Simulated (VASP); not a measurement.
# MoS2 (P2_1/m) in VASP: a series of runs

MoS2 is run at these levels: PBE+D3(BJ); tasks: single point.

Everything below comes from runs of VASP 6.6.1. Logs are shortened: lines on timing, memory, paths and dates and some standing lists are left out, and cuts for length are marked.

## Step 1: The cell of the first run

The structure is monoclinic, space group P2_1/m (No. 11). Conventional cell: a = 3.175 Å, b = 12.192 Å, c = 3.175 Å, α = 90.00°, β = 120.00°, γ = 90.00°. Mo (site symmetry m) has 6 S at 2.42 Å and 6 Mo at 3.18 Å within 3.2 Å. Within 3.2 Å of S (site symmetry 1) lie 3 Mo at 2.42 Å and 8 S at 3.15 to 3.18 Å.

## Step 2: Single point, PBE+D3(BJ) (atoms displaced along a vibrational mode, the cell strained)

INCAR reads:

```
SYSTEM = MoS2
PREC = Accurate ; ENCUT = 520
EDIFF = 1E-6 ; ISMEAR = 0
SIGMA = 0.05 ; LREAL = .False.
LASPH = .True. ; NELM = 60
ALGO = Normal ; ISIF = 2
LWAVE = .False. ; LCHARG = .False.
GGA = PE ; IVDW = 12
NBANDS = 35
```

KPOINTS reads:

```
Automatic mesh
0
Gamma
  12 12 4
  0 0 0
```

POSCAR reads:

```
MoS2
1.0
    3.1754976126      0.0000000000      0.0000000000
   -1.5877488063      2.7500616022      0.0000000000
    0.0000000000      0.0000000000     12.1921287081
Mo S
2 4
Direct
    0.1851443981      0.6666666667      0.2500000000
    0.8148556019      0.3333333333      0.7500000000
    0.4805096921      0.6666666667      0.6204968003
    0.5194903079      0.3333333333      0.1204968003
    0.4805096921      0.6666666667      0.8795031997
    0.5194903079      0.3333333333      0.3795031997
```

Potentials or basis: VASP PAW PBE potentials, release 64 (Mo_sv, S).

The run is started by

```bash
cat potpaw_PBE.64/Mo_sv/POTCAR potpaw_PBE.64/S/POTCAR > POTCAR
mpirun -np 1 vasp_std > vasp.out
```

OUTCAR:

```text
SYSTEM = MoS2
   PREC = Accurate
   ENCUT = 520
   EDIFF = 1E-6
   ISMEAR = 0
   LREAL = .False.
   LASPH = .True.
   NELM = 60
   ISIF = 2
   GGA = PE
   IVDW = 12
 IVDW          = 12

 ion  position               nearest neighbor table
   1  0.185  0.667  0.250-   4 2.42   6 2.42   4 2.42   6 2.42   4 2.42   6 2.42
   2  0.815  0.333  0.750-   3 2.42   5 2.42   3 2.42   5 2.42   3 2.42   5 2.42
   3  0.481  0.667  0.620-   2 2.42   2 2.42   2 2.42
   4  0.519  0.333  0.120-   1 2.42   1 2.42   1 2.42
   5  0.481  0.667  0.880-   2 2.42   2 2.42   2 2.42
   6  0.519  0.333  0.380-   1 2.42   1 2.42   1 2.42

  LATTYP: Found a hexagonal cell.
 ALAT       =     3.1754976126
 C/A-ratio  =     3.8394387890

  Lattice vectors:

 A1 = (   3.1754976126,   0.0000000000,   0.0000000000)
 A2 = (  -1.5877488063,   2.7500616022,   0.0000000000)
 A3 = (   0.0000000000,   0.0000000000,  12.1921287081)

Analysis of symmetry for initial positions (statically):
=====================================================================
 Subroutine PRICEL returns:
 Original cell was already a primitive cell.

 Routine SETGRP: Setting up the symmetry group for a
 hexagonal supercell.

 Subroutine GETGRP returns: Found  4 space group operations
 (whereof  2 operations were pure point group operations)
 out of a pool of 24 trial point group operations.

The static configuration has the point symmetry S_2 .
 The point group associated with its full space group is C_2h.

Analysis of symmetry for dynamics (positions and initial velocities):
=====================================================================
 Subroutine PRICEL returns:
 Original cell was already a primitive cell.

 Routine SETGRP: Setting up the symmetry group for a
 hexagonal supercell.

 Subroutine GETGRP returns: Found  4 space group operations
 (whereof  2 operations were pure point group operations)
 out of a pool of 24 trial point group operations.

The dynamic configuration has the point symmetry S_2 .
 The point group associated with its full space group is C_2h.

 Subroutine INISYM returns: Found  4 space group operations
 (whereof  2 operations are pure point group operations),
 and found     1 'primitive' translations

----------------------------------------------------------------------------------------

                                     Primitive cell

  volume of cell :     106.4716

  direct lattice vectors                    reciprocal lattice vectors
[... 99 lines left out ...]
   IBRION =     -1    ionic relax: 0-MD 1-quasi-New 2-CG
   NFREE  =      0    steps in history (QN), initial steepest desc. (CG)
   ISIF   =      2    stress and relaxation
   ISYM   =      2    0-nonsym 1-usesym 2-fastsym
   POTIM  = 0.5000    time-step for ionic-motion
   TEBEG  =    0.0;   TEEND  =   0.0 temperature during run
   PSTRESS=    0.0 pullay stress
   NELECT =      52.0000    total number of electrons
   NUPDOWN=      -1.0000    fix difference up-down
   EMIN   =  10.00;   EMAX   =-10.00  energy-range for DOS
   EFERMI =   0.00;   METHOD = LEGACY
   ISMEAR =     0;   SIGMA  =   0.05  broadening in eV -4-tet -1-fermi 0-gaus
   EFERMI_NEDOS =   21; number of points for ismear=-14 and -15
   IALGO  =     38    algorithm
   IMIX   =      4    mixing-type and parameters
     AMIX     =   0.40;   BMIX     =  1.00
     AMIX_MAG =   1.60;   BMIX_MAG =  1.00
  volume/ion in A,a.u.               =      17.75       119.75
  Fermi-wavevector in a.u.,A,eV,Ry     =   1.289233  2.436297 22.614534  1.662121
  Thomas-Fermi vector in A             =   2.421138
   LORBIT       =      0    0 simple, 1 ext, 2 COOP (PROOUT), +10 PAW based schemes
   GGA     = PE    functional components
   LHFCALC =     F    Hartree Fock is set to
   AEXX    =    0.0000 exact exchange contribution
   IVDW    =    12    specifies the selected vdW correction
   LEPSILON=     F    determine dielectric tensor
   LRPA    =     F    only Hartree local field effects (RPA)
 non-spin polarized calculation
 Gauss-broadening in eV      SIGMA  =   0.05
  energy-cutoff  :      520.00
  volume of cell :      106.47
 maximum number of plane-waves:      2892
   NGX = 11   NGY = 11   NGZ = 45

 number of electron      52.0000000 magnetization

 Free energy of the ion-electron system (eV)
  ---------------------------------------------------
  ext. energy  EPLUGINS =         0.00000000
  ---------------------------------------------------
  free energy    TOTEN  =       -43.46342167 eV

  energy without entropy =      -43.46342167  energy(sigma->0) =      -43.46342167

 E-fermi :   7.8804     XC(G=0): -10.8770

 val. band max:        7.6822693953   @ k =   0.0000   0.0000   0.0000
 cond. band min:       8.4437278494   @ k =  -0.1667   0.3333   0.0000
 fundamental gap:      0.7614584541
 Fermi energy:         7.8803638616

 k-point     1 :       0.0000    0.0000    0.0000
  band No.  band energies     occupation
      1     -53.9185      2.00000
      2     -53.9185      2.00000
      3     -28.0635      2.00000
      4     -28.0634      2.00000
      5     -27.8434      2.00000
      6     -27.8434      2.00000
[... 901 lines left out ...]
     34      10.7186      0.00000
     35      15.2389      0.00000

 [... further k-points ...]

------------------------ aborting loop because EDIFF is reached ----------------------------------------

 Edisp (eV)   -2.55771

 E8    (eV) :    -1.0312

  FORCE on cell =-STRESS in cart. coord.  units (eV):
  Direction    XX          YY          ZZ          XY          YZ          ZX
  --------------------------------------------------------------------------------------
  -------------------------------------------------------------------------------------
  Total      -2.42289    -2.06839    -1.77288    -0.09275     0.00000     0.00000
  in kB     -36.45953   -31.12493   -26.67821    -1.39567     0.00000     0.00000
  external pressure =      -31.42 kB  Pullay stress =        0.00 kB

 VOLUME and BASIS-vectors are now :
 -----------------------------------------------------------------------------
  energy-cutoff  :      520.00
  volume of cell :      106.47
      direct lattice vectors                 reciprocal lattice vectors
     3.175497613  0.000000000  0.000000000     0.314911274  0.181814109  0.000000000
    -1.587748806  2.750061602  0.000000000     0.000000000  0.363628218  0.000000000
     0.000000000  0.000000000 12.192128708     0.000000000  0.000000000  0.082020132

 POSITION                                       TOTAL-FORCE (eV/Angst)
 -----------------------------------------------------------------------------------
     -0.47057      1.83337      3.04803         0.132919     -0.037876      0.000000
      2.05832      0.91669      9.14410        -0.132919      0.037876      0.000000
      0.46736      1.83337      7.56518        -0.025885      0.086024      0.540591
      1.12039      0.91669      1.46911         0.025885     -0.086024      0.540591
      0.46736      1.83337     10.72302        -0.025885      0.086024     -0.540591
      1.12039      0.91669      4.62695         0.025885     -0.086024     -0.540591
 -----------------------------------------------------------------------------------
    total drift:                                0.000000      0.000000     -0.000000

  FREE ENERGIE OF THE ION-ELECTRON SYSTEM (eV)
  ---------------------------------------------------
  free  energy   TOTEN  =       -46.0211340152 eV

  energy  without entropy=      -46.0211340152  energy(sigma->0) =      -46.02113402
```

OSZICAR:

```text
N       E                     dE             d eps       ncg     rms          rms(c)
DAV:   1     0.439947217974E+03    0.43995E+03   -0.29336E+04 17092   0.141E+03
DAV:   2    -0.235965205363E+02   -0.46354E+03   -0.44826E+03 18622   0.366E+02
DAV:   3    -0.460049883652E+02   -0.22408E+02   -0.21953E+02 18794   0.735E+01
DAV:   4    -0.464495478466E+02   -0.44456E+00   -0.44337E+00 18550   0.105E+01
DAV:   5    -0.464577464856E+02   -0.81986E-02   -0.81970E-02 18320   0.143E+00    0.330E+01
DAV:   6    -0.443365387014E+02    0.21212E+01   -0.12962E+01 16990   0.229E+01    0.128E+01
DAV:   7    -0.438668942257E+02    0.46964E+00   -0.62374E+00 16548   0.154E+01    0.800E+00
DAV:   8    -0.434614476028E+02    0.40545E+00   -0.93840E-01 16596   0.649E+00    0.307E+00
DAV:   9    -0.434734888502E+02   -0.12041E-01   -0.11684E-01 18041   0.172E+00    0.134E+00
DAV:  10    -0.434633934550E+02    0.10095E-01   -0.38015E-02 16880   0.132E+00    0.414E-01
DAV:  11    -0.434635798111E+02   -0.18636E-03   -0.22917E-03 16935   0.253E-01    0.240E-01
DAV:  12    -0.434634290723E+02    0.15074E-03   -0.39522E-04 17272   0.113E-01    0.121E-01
DAV:  13    -0.434634178413E+02    0.11231E-04   -0.19475E-04 17454   0.736E-02    0.731E-03
DAV:  14    -0.434634210553E+02   -0.32139E-05   -0.11947E-05 15204   0.171E-02    0.175E-02
DAV:  15    -0.434634216715E+02   -0.61619E-06   -0.93637E-07 11240   0.517E-03
   1 F= -.46021134E+02 E0= -.46021134E+02  d E =-.746525E-11
```

stdout:

```text
POSCAR found type information on POSCAR MoS
 POSCAR found :  2 types and       6 ions
 scaLAPACK will be used
 LDA part: xc-table for (Slater+PW92), standard interpolation
 POSCAR, INCAR and KPOINTS ok, starting setup
 FFT: planning ... GRIDC
 FFT: planning ... GRID_SOFT
 FFT: planning ... GRID
 WAVECAR not read
 entering main loop
```

It took 18 min on 1 thread of Intel Xeon 8259CL, shared host; peak memory 0.7 GiB.

What came out:

```yaml
Free_energy: -46.0211 eV
Pressure: -3.1 GPa
Largest_force: 0.548 eV/Å
Band_gap_on_the_k_mesh: 0.76 eV (least direct gap 1.68 eV)
Dispersion_energy_per_atom: -0.426 eV
```

Forces on the atoms (eV/Å):
```
Mo   0.133 -0.038  0.000
Mo  -0.133  0.038  0.000
S   -0.026  0.086  0.541
S    0.026 -0.086  0.541
S   -0.026  0.086 -0.541
S    0.026 -0.086 -0.541
```

Caveat: the cell differs from its parent crystal (atoms displaced along a vibrational mode, the cell strained); the cell stands under tension.

## Step 3: Single point, PBE+D3(BJ) (atoms displaced along a vibrational mode, the cell strained)

INCAR reads:

```
PREC = Accurate ; ENCUT = 520
EDIFF = 1E-6 ; ISMEAR = 0
SIGMA = 0.05 ; LREAL = F
LASPH = T ; NELM = 60
ALGO = Normal ; ISIF = 2
LWAVE = F ; LCHARG = F
GGA = PE ; IVDW = 12
NBANDS = 35
```

KPOINTS reads:

```
regular mesh
0
Gamma
  12 12 4
```

POSCAR, as its differences from that of step 2:

```diff
@@ -2,5 +2,5 @@
 1.0
-    3.1754976126      0.0000000000      0.0000000000
-   -1.5877488063      2.7500616022      0.0000000000
-    0.0000000000      0.0000000000     12.1921287081
+    3.2019522193      0.0000000000      0.0000000000
+   -1.6009761097      2.7729719636      0.0000000000
+    0.0000000000      0.0000000000     12.2936995513
 Mo S
```

Potentials or basis: VASP PAW PBE potentials, release 64 (Mo_sv, S).

The run is started by

```bash
cat potpaw_PBE.64/Mo_sv/POTCAR potpaw_PBE.64/S/POTCAR > POTCAR
mpirun -np 1 vasp_std > vasp.out
```

It took 17 min on 1 thread of Oxide Virtual Turin-like, shared host; peak memory 0.67 GiB.

Results (log left out):

| Quantity | Value |
| --- | --- |
| Free energy | -45.9414 eV |
| Pressure | -6.5 GPa |
| Largest force | 0.889 eV/Å |
| Band gap on the k mesh | 0.78 eV (least direct gap 1.62 eV) |
| Dispersion energy per atom | -0.415 eV |

Forces in eV/Å, atoms in the order of the input:
```
Mo   0.122 -0.035  0.000
Mo  -0.122  0.035  0.000
S   -0.022  0.079  0.885
S    0.022 -0.079  0.885
S   -0.022  0.079 -0.885
S    0.022 -0.079 -0.885
```

Stress tensor (GPa, compression positive):
```
-6.77 -0.13  0.00
-0.13 -6.29  0.00
 0.00  0.00 -6.34
```

Levels at points of the mesh, in eV from the valence-band top:
| k point | band 23 | band 24 | band 25 | band 26 | band 27 | band 28 | band 29 | band 30 |
| --- | --- | --- | --- | --- | --- | --- | --- | --- |
| (0.00, 0.00, 0.00) | -2.07 | -1.23 | -1.07 | 0.00 | 1.89 | 1.93 | 2.03 | 2.05 |
| (0.50, 0.00, 0.00) | -1.76 | -1.58 | -1.50 | -1.06 | 1.49 | 1.52 | 1.82 | 2.09 |
| (0.00, 0.50, 0.00) | -1.70 | -1.66 | -1.34 | -1.29 | 1.50 | 1.52 | 1.85 | 2.12 |
| (0.50, 0.50, 0.00) | -1.73 | -1.69 | -1.53 | -1.00 | 1.50 | 1.53 | 1.96 | 2.04 |
| (0.00, 0.00, 0.50) | -2.09 | -2.09 | -0.26 | -0.26 | 1.93 | 1.93 | 1.96 | 1.96 |
| (0.50, 0.00, 0.50) | -1.64 | -1.64 | -1.24 | -1.24 | 1.51 | 1.51 | 1.93 | 1.93 |
| (0.00, 0.50, 0.50) | -1.64 | -1.64 | -1.35 | -1.35 | 1.51 | 1.51 | 1.99 | 1.99 |
| (0.50, 0.50, 0.50) | -1.65 | -1.65 | -1.16 | -1.16 | 1.51 | 1.51 | 1.97 | 1.97 |

Caveat: the cell differs from its parent crystal (atoms displaced along a vibrational mode, the cell strained); the cell stands under tension. A k mesh can miss the band edges.

## Step 4: Single point, PBE+D3(BJ) (atoms displaced along a vibrational mode, the cell strained)

INCAR reads:

```
PREC = Accurate ; ENCUT = 520
EDIFF = 1E-7 ; ISMEAR = 0
SIGMA = 0.05 ; LREAL = False
LASPH = True ; NELM = 100
ALGO = Normal ; ISIF = 2
LWAVE = False ; LCHARG = True
GGA = PE ; IVDW = 12
LELF = True ; LVHAR = True
NBANDS = 35
```

KPOINTS reads:

```
Automatic mesh
0
Gamma
  12 12 4
```

POSCAR reads:

```
MoS2
1.0
    3.1754976126      0.0000000000      0.0000000000
   -1.5877488063      2.7500616022      0.0000000000
    0.0000000000      0.0000000000     12.1921287081
Mo S
2 4
Direct
    0.1110658068      0.6666666667      0.2500000000
    0.8889341932      0.3333333333      0.7500000000
    0.5540821037      0.6666666667      0.6204968003
    0.4459178963      0.3333333333      0.1204968003
    0.5540821037      0.6666666667      0.8795031997
    0.4459178963      0.3333333333      0.3795031997
```

The run is started by

```bash
cat potpaw_PBE.64/Mo_sv/POTCAR potpaw_PBE.64/S/POTCAR > POTCAR
mpirun -np 1 vasp_std > vasp.out
```

It took 18 min on 1 thread of Oxide Virtual Turin-like, shared host; peak memory 0.67 GiB.

The run converged. Its results:

| Item | Value |
| --- | --- |
| Free energy | -45.9552 eV |
| Pressure | -2.8 GPa |
| Largest force | 0.638 eV/Å |
| Band gap on the k mesh | 0.73 eV (least direct gap 1.70 eV) |
| Dispersion energy per atom | -0.426 eV |

Forces in eV/Å, atoms in the order of the input:
```
Mo   0.119 -0.057  0.000
Mo  -0.119  0.057  0.000
S    0.024  0.135  0.623
S   -0.024 -0.135  0.623
S    0.024  0.135 -0.623
S   -0.024 -0.135 -0.623
```

Stress tensor (GPa, compression positive):
```
-3.70  0.01  0.00
 0.01 -2.79  0.00
 0.00  0.00 -1.77
```

Levels at points of the mesh, in eV from the valence-band top:
```csv
k point,band 24,band 25,band 26,band 27,band 28,band 29
"(0.00, 0.00, 0.00)",-1.40,-1.10,0.00,1.91,1.94,1.96
"(0.50, 0.00, 0.00)",-1.73,-1.64,-1.03,1.50,1.51,1.86
"(0.00, 0.50, 0.00)",-1.66,-1.53,-1.35,1.48,1.53,1.85
"(0.50, 0.50, 0.00)",-1.78,-1.65,-1.00,1.50,1.51,1.94
"(0.00, 0.00, 0.50)",-2.20,-0.29,-0.29,1.93,1.93,1.96
"(0.50, 0.00, 0.50)",-1.72,-1.23,-1.23,1.50,1.50,1.91
"(0.00, 0.50, 0.50)",-1.73,-1.45,-1.45,1.50,1.50,2.00
"(0.50, 0.50, 0.50)",-1.73,-1.19,-1.19,1.51,1.51,1.92
```

Caveat: the cell differs from its parent crystal (atoms displaced along a vibrational mode, the cell strained).

(Part 1 of 2 ends here.)
